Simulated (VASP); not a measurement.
# FeO (I4/mmm) in VASP: a series of runs

The runs below take FeO through single point, with LDA+U.

Program: VASP 6.6.1. These are calculated values, not measurements. Logs are shortened: lines on timing, memory, paths and dates and some standing lists are left out, and cuts for length are marked.

### 1 The cell of the first run

It takes space group I4/mmm (No. 139, tetragonal). The conventional cell has a = 3.204 Å, b = 3.204 Å, c = 4.167 Å, α = 90.00°, β = 90.00°, γ = 90.00°. Fe (site symmetry 4/mmm) has 6 O at 2.08 to 2.27 Å within 2.8 Å. Within 2.8 Å of O (site symmetry 4/mmm) lie 6 Fe at 2.08 to 2.27 Å.

### 2 Single point, LDA+U, collinear spin, ferromagnetic start

Contents of POSCAR:

```
FeO
1.0
   -1.6021034130      1.6021034130      2.0833922500
    1.6021034130     -1.6021034130      2.0833922500
    1.6021034130      1.6021034130     -2.0833922500
Fe O
1 1
Direct
    0.0000000000      0.0000000000      0.0000000000
    0.5000000000      0.5000000000      0.0000000000
```

Contents of INCAR.step1:

```
SYSTEM = FeO
  ALGO = Normal
  EDIFF = 1E-6
  ENCUT = 520
  ISIF = 2
  ISMEAR = -1
  ISPIN = 2
  LASPH = .True.
  LCHARG = .True.
  LDAU = .True.
  LDAUJ = 0 0
  LDAUL = 2 -1
  LDAUPRINT = 1
  LDAUTYPE = 2
  LDAUU = 4 0
  LMAXMIX = 4
  LREAL = .False.
  LWAVE = .False.
  MAGMOM = 3 0
  NBANDS = 18
  NELM = 150
  PREC = Accurate
  SIGMA = 0.05
```

Contents of KPOINTS.step1:

```
k-points
0
Gamma
  12 12 12
  0 0 0
```

Contents of INCAR.step2:

```
SYSTEM = FeO
  ALGO = Normal
  EDIFF = 1E-6
  ENCUT = 520
  ICHARG = 11
  ISIF = 2
  ISMEAR = -5
  ISPIN = 2
  LASPH = .True.
  LCHARG = .False.
  LDAU = .True.
  LDAUJ = 0 0
  LDAUL = 2 -1
  LDAUPRINT = 1
  LDAUTYPE = 2
  LDAUU = 4 0
  LMAXMIX = 4
  LORBIT = 11
  LREAL = .False.
  LWAVE = .False.
  MAGMOM = 3 0
  NBANDS = 18
  NEDOS = 1001
  NELM = 150
  PREC = Accurate
  SIGMA = 0.05
```

Contents of KPOINTS.step2:

```
k-points
0
Gamma
  18 18 18
  0 0 0
```

Potentials or basis: VASP PAW LDA potentials, release 64 (Fe, O).

Launch:

```console
> cat potpaw_LDA.64/Fe/POTCAR potpaw_LDA.64/O/POTCAR > POTCAR
> cp INCAR.step1 INCAR
> cp KPOINTS.step1 KPOINTS
> mpirun -np 1 vasp_std > vasp.out
> cp INCAR.step2 INCAR
> cp KPOINTS.step2 KPOINTS
> mpirun -np 1 vasp_std > vasp.out
```

OUTCAR:

```text
SYSTEM = FeO
   EDIFF = 1E-6
   ENCUT = 520
   ICHARG = 11
   ISIF = 2
   ISMEAR = -5
   ISPIN = 2
   LASPH = .True.
   LORBIT = 11
   LREAL = .False.
   NELM = 150
   PREC = Accurate

 ion  position               nearest neighbor table
   1  0.000  0.000  0.000-   2 2.08   2 2.08   2 2.27   2 2.27   2 2.27   2 2.27
   2  0.500  0.500  0.000-   1 2.08   1 2.08   1 2.27   1 2.27   1 2.27   1 2.27

  LATTYP: Found a body centered tetragonal cell.
 ALAT       =     3.2042068260
 C/A-ratio  =     1.3004105934

  Lattice vectors:

 A1 = (  -1.6021034130,   1.6021034130,   2.0833922500)
 A2 = (   1.6021034130,  -1.6021034130,   2.0833922500)
 A3 = (   1.6021034130,   1.6021034130,  -2.0833922500)

Analysis of symmetry for initial positions (statically):
=====================================================================
 Subroutine PRICEL returns:
 Original cell was already a primitive cell.

 Routine SETGRP: Setting up the symmetry group for a
 body centered tetragonal supercell.

 Subroutine GETGRP returns: Found 16 space group operations
 (whereof 16 operations were pure point group operations)
 out of a pool of 16 trial point group operations.

The static configuration has the point symmetry D_4h.

Analysis of symmetry for dynamics (positions and initial velocities):
=====================================================================
 Subroutine PRICEL returns:
 Original cell was already a primitive cell.

 Routine SETGRP: Setting up the symmetry group for a
 body centered tetragonal supercell.

 Subroutine GETGRP returns: Found 16 space group operations
 (whereof 16 operations were pure point group operations)
 out of a pool of 16 trial point group operations.

The dynamic configuration has the point symmetry D_4h.

Analysis of structural, dynamic, and magnetic symmetry:
=====================================================================
 Subroutine PRICEL returns:
 Original cell was already a primitive cell.

 Routine SETGRP: Setting up the symmetry group for a
 body centered tetragonal supercell.

 Subroutine GETGRP returns: Found 16 space group operations
 (whereof 16 operations were pure point group operations)
 out of a pool of 16 trial point group operations.

The overall configuration has the point symmetry D_4h.

 Subroutine INISYM returns: Found 16 space group operations
 (whereof 16 operations are pure point group operations),
 and found     1 'primitive' translations

----------------------------------------------------------------------------------------

                                     Primitive cell

  volume of cell :      21.3901

  direct lattice vectors                    reciprocal lattice vectors
    -1.602103413  1.602103413  2.083392250     0.000000000  0.312089717  0.239993213
     1.602103413 -1.602103413  2.083392250     0.312089717  0.000000000  0.239993213
     1.602103413  1.602103413 -2.083392250     0.312089717  0.312089717  0.000000000

  length of vectors
     3.077985373  3.077985373  3.077985373     0.393696245  0.393696245  0.441361510

  position of ions in fractional coordinates (direct lattice)
     0.000000000  0.000000000  0.000000000
     0.500000000  0.500000000  0.000000000

  ion indices of the primitive-cell ions
   primitive index   ion index
                 1           1
                 2           2

----------------------------------------------------------------------------------------

 KPOINTS: k-points

Automatic generation of k-mesh.
 Grid dimensions read from file:
 generate k-points for:   18   18   18
[... 66 lines left out ...]
   EDIFF  = 0.1E-05   stopping-criterion for ELM
   LREAL  =      F    real-space projection
   EDIFFG = 0.1E-04   stopping-criterion for IOM
   NSW    =      0    number of steps for IOM
   IBRION =     -1    ionic relax: 0-MD 1-quasi-New 2-CG
   NFREE  =      0    steps in history (QN), initial steepest desc. (CG)
   ISIF   =      2    stress and relaxation
   ISYM   =      2    0-nonsym 1-usesym 2-fastsym
   POTIM  = 0.5000    time-step for ionic-motion
   TEBEG  =    0.0;   TEEND  =   0.0 temperature during run
   PSTRESS=    0.0 pullay stress
   NELECT =      14.0000    total number of electrons
   NUPDOWN=      -1.0000    fix difference up-down
   EMIN   =  10.00;   EMAX   =-10.00  energy-range for DOS
   EFERMI =   0.00;   METHOD = LEGACY
   ISMEAR =    -5;   SIGMA  =   0.05  broadening in eV -4-tet -1-fermi 0-gaus
   EFERMI_NEDOS =   21; number of points for ismear=-14 and -15
   IALGO  =     38    algorithm
   IMIX   =      4    mixing-type and parameters
     AMIX     =   0.40;   BMIX     =  1.00
     AMIX_MAG =   1.60;   BMIX_MAG =  1.00
  volume/ion in A,a.u.               =      10.70        72.17
  Fermi-wavevector in a.u.,A,eV,Ry     =   1.421391  2.686039 27.488551  2.020352
  Thomas-Fermi vector in A             =   2.542205
   LORBIT       =     11    0 simple, 1 ext, 2 COOP (PROOUT), +10 PAW based schemes
 LDA+U is selected, type is set to LDAUTYPE =  2
   angular momentum for each species LDAUL =     2   -1
   U (eV)           for each species LDAUU =   4.0  0.0
   J (eV)           for each species LDAUJ =   0.0  0.0
   GGA     = CA    functional components
   LHFCALC =     F    Hartree Fock is set to
   AEXX    =    0.0000 exact exchange contribution
   IVDW    =     0    specifies the selected vdW correction
   LEPSILON=     F    determine dielectric tensor
   LRPA    =     F    only Hartree local field effects (RPA)
 spin polarized calculation
 Fermi weights with tetrahedron method with Bloechl corrections
  energy-cutoff  :      520.00
  volume of cell :       21.39
 maximum number of plane-waves:       588

atom =   1  type =  1  l = 2

 onsite density matrix

spin component  1

  0.9981  0.0000  0.0000  0.0000  0.0000
  0.0000  0.9670 -0.0000  0.0000  0.0000
  0.0000 -0.0000  1.0150 -0.0000 -0.0000
  0.0000  0.0000 -0.0000  0.9670 -0.0000
  0.0000  0.0000 -0.0000 -0.0000  0.9624

spin component  2

  0.0950 -0.0000  0.0000 -0.0000 -0.0000
 -0.0000  0.3632 -0.0000  0.0000 -0.0000
  0.0000 -0.0000  0.1304 -0.0000  0.0000
 -0.0000  0.0000 -0.0000  0.3632  0.0000
 -0.0000 -0.0000  0.0000  0.0000  0.2196

 occupancies and eigenvectors

  o =  0.0950  v =  0.0000  0.0000  0.0000  0.0000  0.0000  1.0000  0.0000  0.0000  0.0000  0.0000      0.0000  0.0000  0.0000  0.0000  0.0000  0.0000  0.0000  0.0000  0.0000  0.0000
  o =  0.1304  v =  0.0000  0.0000  0.0000  0.0000  0.0000  0.0000 -0.0000 -1.0000 -0.0000  0.0000      0.0000  0.0000  0.0000  0.0000  0.0000  0.0000  0.0000  0.0000  0.0000  0.0000
  o =  0.2196  v =  0.0000  0.0000  0.0000  0.0000  0.0000  0.0000  0.0000 -0.0000 -0.0000 -1.0000      0.0000  0.0000  0.0000  0.0000  0.0000  0.0000  0.0000  0.0000  0.0000  0.0000
  o =  0.3632  v =  0.0000  0.0000  0.0000  0.0000  0.0000  0.0000  0.9403 -0.0000 -0.3404  0.0000      0.0000  0.0000  0.0000  0.0000  0.0000  0.0000  0.0000  0.0000  0.0000  0.0000
  o =  0.3632  v =  0.0000  0.0000  0.0000  0.0000  0.0000  0.0000 -0.3404  0.0000 -0.9403  0.0000      0.0000  0.0000  0.0000  0.0000  0.0000  0.0000  0.0000  0.0000  0.0000  0.0000
  o =  0.9624  v =  0.0000 -0.0000  0.0000 -0.0000  1.0000  0.0000  0.0000  0.0000  0.0000  0.0000      0.0000  0.0000  0.0000  0.0000  0.0000  0.0000  0.0000  0.0000  0.0000  0.0000
  o =  0.9670  v =  0.0000 -0.9157 -0.0000  0.4020 -0.0000  0.0000  0.0000  0.0000  0.0000  0.0000      0.0000  0.0000  0.0000  0.0000  0.0000  0.0000  0.0000  0.0000  0.0000  0.0000
  o =  0.9670  v =  0.0000 -0.4020 -0.0000 -0.9157 -0.0000  0.0000  0.0000  0.0000  0.0000  0.0000      0.0000  0.0000  0.0000  0.0000  0.0000  0.0000  0.0000  0.0000  0.0000  0.0000
  o =  0.9981  v =  1.0000  0.0000  0.0000  0.0000  0.0000  0.0000  0.0000  0.0000  0.0000  0.0000      0.0000  0.0000  0.0000  0.0000  0.0000  0.0000  0.0000  0.0000  0.0000  0.0000
  o =  1.0150  v =  0.0000  0.0000 -1.0000 -0.0000  0.0000  0.0000  0.0000  0.0000  0.0000  0.0000      0.0000  0.0000  0.0000  0.0000  0.0000  0.0000  0.0000  0.0000  0.0000  0.0000

 number of electron      14.0000002 magnetization       4.0055772

 Free energy of the ion-electron system (eV)
  ---------------------------------------------------
  ext. energy  EPLUGINS =         0.00000000
  ---------------------------------------------------
  free energy    TOTEN  =       -14.18153320 eV

  energy without entropy =      -14.18153320  energy(sigma->0) =      -14.18153320

 E-fermi :   5.6377     XC(G=0): -12.2498

 val. band max:        5.6519435091   @ k =  -0.2222   0.3333   0.2222
 cond. band min:       5.6049523161   @ k =  -0.1667   0.3333   0.1667
 fundamental gap:     -0.0469911931
 Fermi energy:         5.6377323109

 spin component 1

 k-point     1 :       0.0000    0.0000    0.0000
  band No.  band energies     occupation
      1     -14.5530      1.00000
      2      -0.6413      1.00000
      3      -0.4511      1.00000
      4      -0.4268      1.00000
      5      -0.4268      1.00000
      6      -0.3474      1.00000
[... 1001 lines left out ...]
     17      30.2230      0.00000
     18      32.3577      0.00000

 [... further k-points ...]

------------------------ aborting loop because EDIFF is reached ----------------------------------------

  FORCE on cell =-STRESS in cart. coord.  units (eV):
  Direction    XX          YY          ZZ          XY          YZ          ZX
  --------------------------------------------------------------------------------------
  -------------------------------------------------------------------------------------
  Total       -3.2949004     -3.2949004     -2.3093054      0.0000000     -0.0000000      0.0000000
  in kB     -246.7974964   -246.7974964   -172.9735975      0.0000000     -0.0000000      0.0000000
  external PRESSURE =    -222.1895301 kB  Pullay stress =       0.0000000 kB

 VOLUME and BASIS-vectors are now :
 -----------------------------------------------------------------------------
  energy-cutoff  :      520.00
  volume of cell :       21.39
      direct lattice vectors                 reciprocal lattice vectors
    -1.602103413  1.602103413  2.083392250     0.000000000  0.312089717  0.239993213
     1.602103413 -1.602103413  2.083392250     0.312089717  0.000000000  0.239993213
     1.602103413  1.602103413 -2.083392250     0.312089717  0.312089717  0.000000000

 POSITION                                       TOTAL-FORCE (eV/Angst)
 -----------------------------------------------------------------------------------
      0.00000      0.00000      0.00000        -0.000000     -0.000000      0.000000
      0.00000      0.00000      2.08339         0.000000      0.000000     -0.000000
 -----------------------------------------------------------------------------------
    total drift:                               -0.000000      0.000000     -0.000000

  FREE ENERGIE OF THE ION-ELECTRON SYSTEM (eV)
  ---------------------------------------------------
  free  energy   TOTEN  =       -14.1815331975 eV

  energy  without entropy=      -14.1815331975  energy(sigma->0) =      -14.18153320

 total charge

# of ion       s       p       d       tot
------------------------------------------
    1        0.291   0.341   6.059   6.691
    2        1.541   3.402   0.000   4.944
--------------------------------------------------
tot          1.832   3.743   6.059  11.635

 magnetization (x)

# of ion       s       p       d       tot
------------------------------------------
    1        0.025   0.018   3.734   3.777
    2        0.020   0.189   0.000   0.209
--------------------------------------------------
tot          0.045   0.208   3.734   3.987
```

It took 8.2 min on 1 thread of Intel Xeon 8259CL, shared host; peak memory 0.41 GiB.

What came out:

```
Net moment                                            : 4.01 μB per cell
Site moments                                          : Fe +3.78; O +0.21 μB
Valence electrons inside the program's atomic spheres : Fe 6.69; O 4.94
```

Levels at points of the mesh, in eV from the Fermi level:
Spin up:
```tsv
k point	band 6	band 7	band 8	band 9	band 10	band 11	band 12	band 13
(0.00, 0.00, 0.00)	-5.99	-3.95	-3.73	-3.73	-0.50	14.72	14.72	14.77
(0.50, 0.00, 0.00)	-5.34	-4.36	-2.02	-1.42	3.40	7.40	10.60	12.58
(0.50, 0.50, 0.00)	-5.24	-5.06	-5.05	-4.60	4.30	7.55	9.31	13.05
(0.50, 0.50, 0.50)	-5.12	-5.11	-5.11	-5.05	4.36	8.22	8.62	12.79
```
Spin down:
```
           k point  band 2  band 3  band 4  band 5  band 6  band 7  band 8  band 9
(0.00, 0.00, 0.00)   -3.55   -3.30   -3.30   -0.92   -0.92   -0.24   -0.13    0.62
(0.50, 0.00, 0.00)   -7.87   -4.92   -4.88    0.36    0.36    0.64    2.61    3.26
(0.50, 0.50, 0.00)   -6.88   -4.64   -4.15   -2.03    0.60    0.89    1.13    1.68
(0.50, 0.50, 0.50)   -6.64   -4.67   -4.67   -1.71    0.52    0.52    1.31    1.70
```

Eigenvalues of the final occupation matrices:
```csv
site,spin,trace,eigenvalues
site 1 d,1,4.91,0.96 0.97 0.97 1.00 1.01
site 1 d,2,1.17,0.10 0.13 0.22 0.36 0.36
```

Caveat: a cell with one magnetic atom can't hold antiferromagnetic order, which such compounds often take. The state reached can hang on the start; a lower one may exist.

(Continued in part 2 of 2.)
